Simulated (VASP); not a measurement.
# I (Fm-3m) in VASP: a series of runs

I is run at these levels: PBE; tasks: single point.

Program: VASP 6.6.1. These are calculated values, not measurements. Logs are shortened: lines on timing, memory, paths and dates and some standing lists are left out, and cuts for length are marked.

## 1. The cell of the first run

It takes space group Fm-3m (No. 225, cubic). Conventional cell: a = 5.195 Å, b = 5.195 Å, c = 5.195 Å, α = 90.00°, β = 90.00°, γ = 90.00°. Within 4.8 Å of I (site symmetry m-3m) lie 12 I at 3.67 Å.

## 2. Single point, PBE

Input file POSCAR:

```
I
1.0
    0.0000000000      2.5972562822      2.5972562822
    2.5972562822      0.0000000000      2.5972562822
    2.5972562822      2.5972562822      0.0000000000
I
1
Direct
    0.0000000000      0.0000000000      0.0000000000
```

Input file INCAR.step1:

```
PREC     = Accurate       # precision mode
ENCUT    = 520            # plane-wave cutoff, eV
EDIFF    = 1E-6           # SCF threshold, eV
ISMEAR   = -1             # smearing method
SIGMA    = 0.05           # smearing width, eV
LREAL    = False          # projectors in reciprocal space
LASPH    = True           # aspherical terms in the spheres
NELM     = 100            # most SCF steps
ALGO     = Normal         # electronic algorithm
ISIF     = 2              # what is computed and relaxed
LWAVE    = False          # write WAVECAR
LCHARG   = True           # write CHGCAR
GGA      = PE             # functional
NBANDS   = 10             # bands
```

Input file KPOINTS.step1:

```
regular mesh
0
Gamma
  14 14 14
```

Input file INCAR.step2:

```
PREC     = Accurate       # precision mode
ENCUT    = 520            # plane-wave cutoff, eV
EDIFF    = 1E-6           # SCF threshold, eV
ISMEAR   = -5             # smearing method
SIGMA    = 0.05           # smearing width, eV
LREAL    = False          # projectors in reciprocal space
LASPH    = True           # aspherical terms in the spheres
NELM     = 100            # most SCF steps
ALGO     = Normal         # electronic algorithm
ISIF     = 2              # what is computed and relaxed
LWAVE    = False          # write WAVECAR
LCHARG   = False          # write CHGCAR
GGA      = PE             # functional
LORBIT   = 11             # projections on sites
NEDOS    = 2001           # points of the DOS
ICHARG   = 11             # starting density
```

Input file KPOINTS.step2:

```
regular mesh
0
Gamma
  21 21 21
```

Potentials or basis: VASP PAW PBE potentials, release 64 (I).

Started as:

```sh
cat potpaw_PBE.64/I/POTCAR > POTCAR
cp INCAR.step1 INCAR
cp KPOINTS.step1 KPOINTS
mpirun -np 1 vasp_std > vasp.out
cp INCAR.step2 INCAR
cp KPOINTS.step2 KPOINTS
mpirun -np 1 vasp_std > vasp.out
```

OUTCAR:

```text
PREC = Accurate
   ENCUT = 520
   EDIFF = 1E-6
   ISMEAR = -5
   LREAL = False
   LASPH = True
   NELM = 100
   ISIF = 2
   GGA = PE
   LORBIT = 11
   ICHARG = 11

 ion  position               nearest neighbor table
   1  0.000  0.000  0.000-

  LATTYP: Found a face centered cubic cell.
 ALAT       =     5.1945125644

  Lattice vectors:

 A1 = (   0.0000000000,   2.5972562822,   2.5972562822)
 A2 = (   2.5972562822,   0.0000000000,   2.5972562822)
 A3 = (   2.5972562822,   2.5972562822,   0.0000000000)

Analysis of symmetry for initial positions (statically):
=====================================================================
 Subroutine PRICEL returns:
 Original cell was already a primitive cell.

 Routine SETGRP: Setting up the symmetry group for a
 face centered cubic supercell.

 Subroutine GETGRP returns: Found 48 space group operations
 (whereof 48 operations were pure point group operations)
 out of a pool of 48 trial point group operations.

The static configuration has the point symmetry O_h .

Analysis of symmetry for dynamics (positions and initial velocities):
=====================================================================
 Subroutine PRICEL returns:
 Original cell was already a primitive cell.

 Routine SETGRP: Setting up the symmetry group for a
 face centered cubic supercell.

 Subroutine GETGRP returns: Found 48 space group operations
 (whereof 48 operations were pure point group operations)
 out of a pool of 48 trial point group operations.

The dynamic configuration has the point symmetry O_h .

 Subroutine INISYM returns: Found 48 space group operations
 (whereof 48 operations are pure point group operations),
 and found     1 'primitive' translations

----------------------------------------------------------------------------------------

                                     Primitive cell

  volume of cell :      35.0408

  direct lattice vectors                    reciprocal lattice vectors
     0.000000000  2.597256282  2.597256282    -0.192510844  0.192510844  0.192510844
     2.597256282  0.000000000  2.597256282     0.192510844 -0.192510844  0.192510844
     2.597256282  2.597256282  0.000000000     0.192510844  0.192510844 -0.192510844

  length of vectors
     3.673075059  3.673075059  3.673075059     0.333438564  0.333438564  0.333438564

  position of ions in fractional coordinates (direct lattice)
     0.000000000  0.000000000  0.000000000

  ion indices of the primitive-cell ions
   primitive index   ion index
                 1           1

----------------------------------------------------------------------------------------

 KPOINTS: regular mesh

Automatic generation of k-mesh.
 Grid dimensions read from file:
 generate k-points for:   21   21   21

 Generating k-lattice:

  Cartesian coordinates                     Fractional coordinates (reciprocal lattice)
    -0.009167183  0.009167183  0.009167183     0.047619048  0.000000000  0.000000000
     0.009167183 -0.009167183  0.009167183     0.000000000  0.047619048  0.000000000
     0.009167183  0.009167183 -0.009167183     0.000000000  0.000000000  0.047619048

  Length of vectors
     0.015878027  0.015878027  0.015878027

  Shift w.r.t. Gamma in fractional coordinates (k-lattice)
     0.000000000  0.000000000  0.000000000

 TETIRR: Found   1276 inequivalent tetrahedra from    55566

 Subroutine IBZKPT returns following result:
 ===========================================

 Found    286 irreducible k-points:

 Following reciprocal coordinates:
            Coordinates               Weight
  0.000000  0.000000  0.000000      1.000000
  0.047619  0.000000  0.000000      8.000000
  0.095238  0.000000  0.000000      8.000000
  0.142857  0.000000  0.000000      8.000000
  0.190476  0.000000  0.000000      8.000000
  0.238095  0.000000  0.000000      8.000000
[... 16 lines left out ...]
 -0.428571  0.047619  0.000000     24.000000
 -0.380952  0.047619  0.000000     24.000000
 [... further k-points ...]
   k-points           NKPTS =    286   k-points in BZ     NKDIM =    286   number of bands    NBANDS=      7
   number of dos      NEDOS =   2001   number of ions     NIONS =      1
   total plane-waves  NPLWV =  21952
   dimension x,y,z NGX =    28 NGY =   28 NGZ =   28
   dimension x,y,z NGXF=    56 NGYF=   56 NGZF=   56
   ions per type =               1
   NGX,Y,Z   is equivalent  to a cutoff of  12.67, 12.67, 12.67 a.u.
   NGXF,Y,Z  is equivalent  to a cutoff of  25.35, 25.35, 25.35 a.u.
 SYSTEM =  unknown system
   PREC   = accura    normal or accurate (medium, high low for compatibility)
   ISTART =      0    job   : 0-new  1-cont  2-samecut
   ICHARG =     11    charge: 1-file 2-atom 10-const
   ISPIN  =      1    spin polarized calculation?
   LNONCOLLINEAR =      F non collinear calculations
   LSORBIT =      F    spin-orbit coupling
   LASPH  =      T    aspherical Exc in radial PAW
   ENCUT  =  520.0 eV  38.22 Ry    6.18 a.u.   6.83  6.83  6.83*2*pi/ulx,y,z
   NELM   =    100;   NELMIN=  2; NELMDL=  0     # of ELM steps
   EDIFF  = 0.1E-05   stopping-criterion for ELM
   LREAL  =      F    real-space projection
   EDIFFG = 0.1E-04   stopping-criterion for IOM
   NSW    =      0    number of steps for IOM
   IBRION =     -1    ionic relax: 0-MD 1-quasi-New 2-CG
   NFREE  =      0    steps in history (QN), initial steepest desc. (CG)
   ISIF   =      2    stress and relaxation
   ISYM   =      2    0-nonsym 1-usesym 2-fastsym
   POTIM  = 0.5000    time-step for ionic-motion
   TEBEG  =    0.0;   TEEND  =   0.0 temperature during run
   PSTRESS=    0.0 pullay stress
   NELECT =       7.0000    total number of electrons
   NUPDOWN=      -1.0000    fix difference up-down
   EMIN   =  10.00;   EMAX   =-10.00  energy-range for DOS
   EFERMI =   0.00;   METHOD = LEGACY
   ISMEAR =    -5;   SIGMA  =   0.05  broadening in eV -4-tet -1-fermi 0-gaus
   EFERMI_NEDOS =   21; number of points for ismear=-14 and -15
   IALGO  =     38    algorithm
   IMIX   =      4    mixing-type and parameters
     AMIX     =   0.40;   BMIX     =  1.00
     AMIX_MAG =   1.60;   BMIX_MAG =  1.00
  volume/ion in A,a.u.               =      35.04       236.47
  Fermi-wavevector in a.u.,A,eV,Ry     =   0.957009  1.808485 12.461118  0.915866
  Thomas-Fermi vector in A             =   2.085989
   LORBIT       =     11    0 simple, 1 ext, 2 COOP (PROOUT), +10 PAW based schemes
   GGA     = PE    functional components
   LHFCALC =     F    Hartree Fock is set to
   AEXX    =    0.0000 exact exchange contribution
   IVDW    =     0    specifies the selected vdW correction
   LEPSILON=     F    determine dielectric tensor
   LRPA    =     F    only Hartree local field effects (RPA)
 non-spin polarized calculation
 Fermi weights with tetrahedron method with Bloechl corrections
  energy-cutoff  :      520.00
  volume of cell :       35.04
 maximum number of plane-waves:       956

 number of electron       6.9999999 magnetization

 Free energy of the ion-electron system (eV)
  ---------------------------------------------------
  ext. energy  EPLUGINS =         0.00000000
  ---------------------------------------------------
  free energy    TOTEN  =        -1.03844450 eV

  energy without entropy =       -1.03844450  energy(sigma->0) =       -1.03844450

 E-fermi :   4.4610     XC(G=0):  -9.1128

 val. band max:        4.4750136208   @ k =  -0.0952   0.0476   0.0000
 cond. band min:       4.4435531986   @ k =   0.3333   0.1429   0.0000
 fundamental gap:     -0.0314604221
 Fermi energy:         4.4609577799

 k-point     1 :       0.0000    0.0000    0.0000
  band No.  band energies     occupation
      1      -8.9417      2.00000
      2       5.4593      0.00000
      3       5.4593      0.00000
      4       5.4593      0.00000
      5      11.6416      0.00000
      6      14.1179      0.00000
      7      14.1179      0.00000

 k-point     2 :       0.0476    0.0000    0.0000
  band No.  band energies     occupation
      1      -8.9174      2.00000
      2       5.2662      0.00000
      3       5.4402      0.00000
      4       5.4402      0.00000
      5      11.7951      0.00000
      6      13.9467      0.00000
      7      14.1686      0.00000

 k-point     3 :       0.0952    0.0000    0.0000
  band No.  band energies     occupation
      1      -8.8456      2.00000
      2       4.7544      0.01542
      3       5.3857      0.00000
      4       5.3857      0.00000
      5      12.1206      0.00000
      6      13.7105      0.00000
      7      14.3047      0.00000

 k-point     4 :       0.1429    0.0000    0.0000
  band No.  band energies     occupation
      1      -8.7288      2.00000
      2       4.0550      2.12321
      3       5.3031      0.00000
      4       5.3031      0.00000
      5      12.2417      0.00000
      6      13.8693      0.00000
      7      14.4684      0.00000

 k-point     5 :       0.1905    0.0000    0.0000
  band No.  band energies     occupation
      1      -8.5722      2.00000
      2       3.2764      2.00000
      3       5.2026      0.00000
      4       5.2026      0.00000
      5      12.0497      0.00000
      6      14.5004      0.00000
      7      14.5448      0.00000

 k-point     6 :       0.2381    0.0000    0.0000
  band No.  band energies     occupation
      1      -8.3836      2.00000
      2       2.4914      2.00000
      3       5.0950      0.00000
      4       5.0950      0.00000
      5      11.7780      0.00000
      6      14.4449      0.00000
      7      14.4449      0.00000

 k-point     7 :       0.2857    0.0000    0.0000
  band No.  band energies     occupation
      1      -8.1746      2.00000
      2       1.7498      2.00000
      3       4.9905      0.00000
      4       4.9905      0.00000
      5      11.5265      0.00000
      6      14.2286      0.00000
      7      14.2286      0.00000
[... 121 lines left out ...]
 k-point    20 :       0.4286    0.0476    0.0000
  band No.  band energies     occupation
      1      -7.6422      2.00000
      2       0.2984      2.00000
      3       4.6958     -0.18644
      4       4.7004      0.00000
      5      11.2357      0.00000
      6      13.3835      0.00000
      7      13.8468      0.00000

 k-point    21 :       0.4762    0.0476    0.0000
  band No.  band energies     occupation
      1      -7.5332      2.00000
      2       0.0344      2.00000
      3       4.6315      0.08205
      4       4.6900      0.00000
      5      11.1732      0.00000
      6      13.3089      0.00000
      7      13.7157      0.00000

 k-point    22 :      -0.4762    0.0476    0.0000
  band No.  band energies     occupation
      1      -7.5044      2.00000
      2      -0.0333      2.00000
      3       4.5895      0.27593
      4       4.7129      0.00000
      5      11.1595      0.00000
      6      13.3131      0.00000
      7      13.6538      0.00000

 k-point    23 :      -0.4286    0.0476    0.0000
  band No.  band energies     occupation
      1      -7.5615      2.00000
      2       0.1019      2.00000
      3       4.5770      0.33179
      4       4.7633      0.00000
      5      11.1944      0.00000
      6      13.3956      0.00000
      7      13.6649      0.00000

 k-point    24 :      -0.3810    0.0476    0.0000
  band No.  band energies     occupation
      1      -7.6933      2.00000
      2       0.4270      2.00000
      3       4.5950      0.24471
      4       4.8378      0.00000
      5      11.2782      0.00000
      6      13.5525      0.00000
      7      13.7490      0.00000

 [... further k-points ...]

------------------------ aborting loop because EDIFF is reached ----------------------------------------

  FORCE on cell =-STRESS in cart. coord.  units (eV):
  Direction    XX          YY          ZZ          XY          YZ          ZX
  --------------------------------------------------------------------------------------
  -------------------------------------------------------------------------------------
  Total       -0.0221425     -0.0221425     -0.0221425      0.0000000      0.0000000      0.0000000
  in kB       -1.0124227     -1.0124227     -1.0124227      0.0000000      0.0000000      0.0000000
  external PRESSURE =      -1.0124227 kB  Pullay stress =       0.0000000 kB

 VOLUME and BASIS-vectors are now :
 -----------------------------------------------------------------------------
  energy-cutoff  :      520.00
  volume of cell :       35.04
      direct lattice vectors                 reciprocal lattice vectors
     0.000000000  2.597256282  2.597256282    -0.192510844  0.192510844  0.192510844
     2.597256282  0.000000000  2.597256282     0.192510844 -0.192510844  0.192510844
     2.597256282  2.597256282  0.000000000     0.192510844  0.192510844 -0.192510844

 POSITION                                       TOTAL-FORCE (eV/Angst)
 -----------------------------------------------------------------------------------
      0.00000      0.00000      0.00000         0.000000      0.000000      0.000000
 -----------------------------------------------------------------------------------
    total drift:                                0.000000      0.000000      0.000000

  FREE ENERGIE OF THE ION-ELECTRON SYSTEM (eV)
  ---------------------------------------------------
  free  energy   TOTEN  =        -1.0384445038 eV

  energy  without entropy=       -1.0384445038  energy(sigma->0) =       -1.03844450

 total charge

# of ion       s       p       d       tot
------------------------------------------
    1        1.547   2.584   0.022   4.152
```

Wall time 34 s (1 thread of Intel Xeon Platinum 8488C (Sapphire Rapids), shared host); peak memory 0.2 GiB.

Results:

```
Valence electrons inside the program's atomic spheres : I 4.15
```

Caveat: spin-orbit coupling is left out, which moves the levels of the heavy elements; an odd number of electrons without spin polarisation forces a metal; a magnetic or distorted state may lie lower; tetrahedron occupations give inexact forces and stress in metals.

(Continued in part 2 of 2.)
